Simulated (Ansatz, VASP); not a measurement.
**Two plane-wave programs on Mo**

```
Mo
1.0
     2.73551    0.00000    0.00000
    -1.36776    2.36902    0.00000
     0.00000    0.00000    2.55518
Mo
1
Direct
  0.00000 0.00000 0.50000
```

Alike in both runs: task relaxation of cell and atoms; functional PBEsol; k mesh 18 × 18 × 16; occupations gaussian, width 0.1 eV; no spin polarisation.

```csv
,VASP,Ansatz
version,VASP 6.6.1,Ansatz 0.2.0
potentials or method,"VASP PAW PBE potentials, release 64 (Mo_sv), cutoff 600 eV","scalar-relativistic, plane waves, PAW"
valence electrons in the cell,14,14
```

|  | VASP | Ansatz | Ansatz less VASP |
| --- | --- | --- | --- |
| gap on the k mesh at the Fermi level, each at its own relaxed structure (eV) | none | none | - |
| relaxed volume (Å³/atom) | 16.27 | 16.23 | -0.038 |
| relaxed cell length with the largest relative difference (Å) | 2.496 | 2.492 | -0.0044 |

VASP's potentials were made for PBE, not for PBEsol. A gap of «none» marks a metal or a gap that the smearing closes.
